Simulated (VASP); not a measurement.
# Si (Fmmm) in VASP: notebook, part 2 of 2

VASP 6.6.1. The steps go on from the part before.

### Step 3. Single point, r2SCAN

This run uses another cell than the first one, of 14.36 Å³/atom.

File POSCAR:

```
Si
1.0
    0.0000000000      2.6239494991      4.5804893150
    2.3895304109      0.0000000000      4.5804893150
    2.3895304109      2.6239494991      0.0000000000
Si
4
Direct
    0.2202307000      0.2202307000      0.7797693000
    0.7797693000      0.7797693000      0.2202307000
    0.2726057200      0.7273942800      0.2726057200
    0.7273942800      0.2726057200      0.7273942800
```

File INCAR.step1:

```
ALGO = Normal ; EDIFF = 1E-4
ENCUT = 520 ; GGA = PE
ISMEAR = -1 ; LASPH = T
LCHARG = F ; LREAL = F
LWAVE = T ; NBANDS = 16
NELM = 60 ; PREC = Accurate
SIGMA = 0.05
```

File INCAR.step2:

```
ALGO = Normal ; EDIFF = 1E-7
ENCUT = 520 ; ISIF = 2
ISMEAR = -1 ; ISTART = 1
LASPH = T ; LCHARG = T
LELF = T ; LMIXTAU = T
LREAL = F ; LVHAR = T
LWAVE = F ; METAGGA = R2SCAN
NBANDS = 16 ; NELM = 60
PREC = Accurate ; SIGMA = 0.05
```

File KPOINTS:

```
k-points
0
Gamma
  8 8 8
```

Potentials or basis: VASP PAW PBE potentials, release 64 (Si).

Run with:

```sh
cat potpaw_PBE.64/Si/POTCAR > POTCAR
cp INCAR.step1 INCAR
mpirun -np 1 vasp_std > vasp.out
cp INCAR.step2 INCAR
mpirun -np 1 vasp_std > vasp.out
```

OUTCAR:

```text
EDIFF = 1E-7
   ENCUT = 520
   ISIF = 2
   ISMEAR = -1
   ISTART = 1
   LASPH = T
   LREAL = F
   METAGGA = R2SCAN
   NELM = 60
   PREC = Accurate

 ion  position               nearest neighbor table
   1  0.220  0.220  0.780-   2 2.45   2 2.45   3 2.47   4 2.47   2 2.68   2 2.68   4 2.83   3 2.83

   2  0.780  0.780  0.220-   1 2.45   1 2.45   3 2.47   4 2.47   1 2.68   1 2.68   4 2.83   3 2.83

[... 659 lines left out ...]
  FORCE on cell =-STRESS in cart. coord.  units (eV):
  Direction    XX          YY          ZZ          XY          YZ          ZX
  --------------------------------------------------------------------------------------
  -------------------------------------------------------------------------------------
  Total        3.0238255      3.0122850      2.4258803      0.0000000      0.0000000      0.0000000
  in kB       84.3446246     84.0227203     67.6659292      0.0000000      0.0000000      0.0000000
  external PRESSURE =      78.6777581 kB  Pullay stress =       0.0000000 kB

 VOLUME and BASIS-vectors are now :
 -----------------------------------------------------------------------------
  energy-cutoff  :      520.00
  volume of cell :       57.44
      direct lattice vectors                 reciprocal lattice vectors
     0.000000000  2.623949499  4.580489315    -0.209246134  0.190552448  0.109158643
     2.389530411  0.000000000  4.580489315     0.209246134 -0.190552448  0.109158643
     2.389530411  2.623949499  0.000000000     0.209246134  0.190552448 -0.109158643

 POSITION                                       TOTAL-FORCE (eV/Angst)
 -----------------------------------------------------------------------------------
      2.38953      2.62395      2.01753         0.000000     -0.000000      0.182082
      2.38953      2.62395      7.14345         0.000000     -0.000000     -0.182082
      2.38953      1.43061      4.58049         0.000000     -0.059938      0.000000
      2.38953      3.81729      4.58049         0.000000      0.059938      0.000000
 -----------------------------------------------------------------------------------
    total drift:                               -0.000000      0.000000     -0.000000

  FREE ENERGIE OF THE ION-ELECTRON SYSTEM (eV)
  ---------------------------------------------------
  free  energy   TOTEN  =       -33.2449501291 eV

  energy  without entropy=      -33.2328340686  energy(sigma->0) =      -33.23889210
```

OUTCAR.step1:

```text
EDIFF = 1E-4
   ENCUT = 520
   GGA = PE
   ISMEAR = -1
   LASPH = T
[... 687 lines left out ...]
      2.38953      2.62395      2.01753         0.000000      0.000000      0.204516
      2.38953      2.62395      7.14345         0.000000      0.000000     -0.204516
      2.38953      1.43061      4.58049         0.000000     -0.026534      0.000000
      2.38953      3.81729      4.58049         0.000000      0.026534      0.000000
 -----------------------------------------------------------------------------------
    total drift:                               -0.000000      0.000000     -0.000000

  FREE ENERGIE OF THE ION-ELECTRON SYSTEM (eV)
  ---------------------------------------------------
  free  energy   TOTEN  =       -20.3885349049 eV

  energy  without entropy=      -20.3755424445  energy(sigma->0) =      -20.38203867
```

Run time: 4.1 min. Hardware: 1 thread of AMD EPYC 9R45 (Zen 5), shared host; peak memory 0.21 GiB.

What came out:

| Quantity | Value |
| --- | --- |
| Free energy | -33.2450 eV |
| Pressure | 7.9 GPa |
| Largest force | 0.182 eV/Å |
| Band gap on the k mesh | zero (bands 8 and 9 overlap by 4.12 eV) |

Forces on the atoms (eV/Å):
```
Si   0.000  0.000  0.182
Si   0.000  0.000 -0.182
Si   0.000 -0.060  0.000
Si   0.000  0.060  0.000
```

Stress tensor (GPa, compression positive):
```
8.43 0.00 0.00
0.00 8.40 0.00
0.00 0.00 6.77
```

Caveat: the cell stands under pressure; the PAW data sets were made with another functional, which shifts forces and pressure a little.

### Step 4. Single point, r2SCAN

This run uses another cell than the first one, of 14.66 Å³/atom.

File POSCAR:

```
Si
1.0
    0.0000000000      2.6420462745      4.6120798948
    2.4060104518      0.0000000000      4.6120798948
    2.4060104518      2.6420462745      0.0000000000
Si
4
Direct
    0.2202307000      0.2202307000      0.7797693000
    0.7797693000      0.7797693000      0.2202307000
    0.2726057200      0.7273942800      0.2726057200
    0.7273942800      0.2726057200      0.7273942800
```

File INCAR.step1:

```
SYSTEM = Si
PREC = Accurate
ENCUT = 520
ISMEAR = -1
SIGMA = 0.05
LREAL = .False.
LASPH = .True.
NELM = 80
NBANDS = 16
GGA = PE
ALGO = Normal
EDIFF = 1E-4
LWAVE = .True.
LCHARG = .False.
```

File INCAR.step2:

```
SYSTEM = Si
PREC = Accurate
ENCUT = 520
EDIFF = 1E-6
ISMEAR = -1
SIGMA = 0.05
LREAL = .False.
LASPH = .True.
NELM = 80
ALGO = Normal
ISIF = 2
LWAVE = .False.
LCHARG = .False.
METAGGA = R2SCAN
LMIXTAU = .True.
NBANDS = 16
ISTART = 1
```

File KPOINTS:

```
regular mesh
0
Gamma
  8 8 8
  0 0 0
```

Run with:

```sh
cat potpaw_PBE.64/Si/POTCAR > POTCAR
cp INCAR.step1 INCAR
mpirun -np 1 vasp_std > vasp.out
cp INCAR.step2 INCAR
mpirun -np 1 vasp_std > vasp.out
```

Run time: 3.2 min. Hardware: 1 thread of AMD EPYC 9R45 (Zen 5), shared host; peak memory 0.21 GiB.

It converged, with:

| Item | Value |
| --- | --- |
| Free energy | -33.2930 eV |
| Pressure | 5.0 GPa |
| Largest force | 0.128 eV/Å |
| Band gap on the k mesh | zero (bands 8 and 9 overlap by 4.03 eV) |

Forces in eV/Å, atoms in the order of the input:
```
Si   0.000  0.000  0.128
Si   0.000  0.000 -0.128
Si   0.000 -0.054  0.000
Si   0.000  0.054  0.000
```

Stress tensor (GPa, compression positive):
```
5.41 0.00 0.00
0.00 5.56 0.00
0.00 0.00 4.12
```

Levels at points of the mesh, in eV from the Fermi level:
| k point | band 5 | band 6 | band 7 | band 8 | band 9 | band 10 | band 11 | band 12 |
| --- | --- | --- | --- | --- | --- | --- | --- | --- |
| (0.00, 0.00, 0.00) | -2.57 | -2.50 | -2.12 | -1.78 | -1.24 | 1.40 | 2.00 | 5.51 |
| (0.50, 0.00, 0.00) | -1.81 | -1.45 | -1.42 | 0.21 | 0.36 | 0.52 | 3.43 | 3.46 |
| (0.50, 0.50, 0.00) | -2.92 | -2.68 | -0.02 | 1.05 | 1.92 | 3.01 | 3.48 | 3.80 |
| (0.50, 0.00, 0.50) | -6.04 | -5.59 | -3.16 | -2.70 | -2.23 | -1.91 | 5.68 | 6.71 |
| (0.00, 0.50, 0.50) | -7.45 | -7.00 | -2.77 | -2.30 | -1.70 | 1.46 | 4.95 | 5.69 |

Caveat: the cell stands under pressure; the PAW data sets were made with another functional, which shifts forces and pressure a little.

### Step 5. Single point, r2SCAN

This run uses another cell than the first one, of 14.96 Å³/atom.

File POSCAR:

```
Si
1.0
    0.0000000000      2.6598984800      4.6432435421
    2.4222677723      0.0000000000      4.6432435421
    2.4222677723      2.6598984800      0.0000000000
Si
4
Direct
    0.2202307000      0.2202307000      0.7797693000
    0.7797693000      0.7797693000      0.2202307000
    0.2726057200      0.7273942800      0.2726057200
    0.7273942800      0.2726057200      0.7273942800
```

File INCAR.step1:

```
PREC = Accurate
ENCUT = 520
ISMEAR = -1
SIGMA = 0.05
LREAL = F
LASPH = T
NELM = 60
NBANDS = 16
GGA = PE
ALGO = Normal
EDIFF = 1E-4
LWAVE = T
LCHARG = F
```

File INCAR.step2:

```
PREC = Accurate
ENCUT = 520
EDIFF = 1E-7
ISMEAR = -1
SIGMA = 0.05
LREAL = F
LASPH = T
NELM = 60
ALGO = Normal
ISIF = 2
LWAVE = F
LCHARG = F
METAGGA = R2SCAN
LMIXTAU = T
NBANDS = 16
ISTART = 1
```

File KPOINTS:

```
regular mesh
0
Gamma
  8 8 8
```

Run with:

```sh
cat potpaw_PBE.64/Si/POTCAR > POTCAR
cp INCAR.step1 INCAR
mpirun -np 1 vasp_std > vasp.out
cp INCAR.step2 INCAR
mpirun -np 1 vasp_std > vasp.out
```

Wall time 4.2 min (1 thread of AMD EPYC 9R45 (Zen 5), shared host); peak memory 0.2 GiB.

Results (log left out):

```
Free energy            : -33.3208 eV
Pressure               : 2.5 GPa
Largest force          : 0.081 eV/Å
Band gap on the k mesh : zero (bands 8 and 9 overlap by 3.94 eV)
```

Forces on the atoms (eV/Å):
```
Si   0.000  0.000  0.081
Si   0.000  0.000 -0.081
Si   0.000 -0.047  0.000
Si   0.000  0.047  0.000
```

Stress tensor (GPa, compression positive):
```
2.70 0.00 0.00
0.00 2.97 0.00
0.00 0.00 1.75
```

Levels at points of the mesh, in eV from the Fermi level:
```csv
k point,band 6,band 7,band 8,band 9,band 10,band 11
"(0.00, 0.00, 0.00)",-2.45,-2.08,-1.85,-1.30,1.49,2.10
"(0.50, 0.00, 0.00)",-1.46,-1.37,0.27,0.38,0.53,3.39
"(0.50, 0.50, 0.00)",-2.61,-0.01,1.06,1.90,2.99,3.30
"(0.50, 0.00, 0.50)",-5.47,-3.13,-2.67,-2.16,-1.83,5.56
"(0.00, 0.50, 0.50)",-6.85,-2.72,-2.25,-1.75,1.55,4.88
```

Caveat: the PAW data sets were made with another functional, which shifts forces and pressure a little.

### Step 6. Summary

```tsv
cell	gap on the mesh (eV)	pressure (GPa)	largest force (eV/Å)
a = 5.242, b = 5.130, c = 3.524 Å, angles 71.9, 68.4, 39.7°, 4 atoms	none	11.0	0.24
a = 5.279, b = 5.166, c = 3.549 Å, angles 71.9, 68.4, 39.7°, 4 atoms	none	7.9	0.18
a = 5.315, b = 5.202, c = 3.573 Å, angles 71.9, 68.4, 39.7°, 4 atoms	none	5.0	0.13
a = 5.351, b = 5.237, c = 3.598 Å, angles 71.9, 68.4, 39.7°, 4 atoms	none	2.5	0.08
```

Alike in all rows: task single point; level r2SCAN; potentials or basis VASP PAW PBE potentials, release 64 (Si); no spin polarisation; k mesh 8 × 8 × 8; cutoff (eV) 520; smearing fermi-dirac 0.05 eV.

Caveats: the PAW data sets were made with another functional, which shifts forces and pressure a little; the cell stands under pressure (at least some runs).

Total energies depend on the potentials used, so only differences within one code and one set of settings carry meaning.
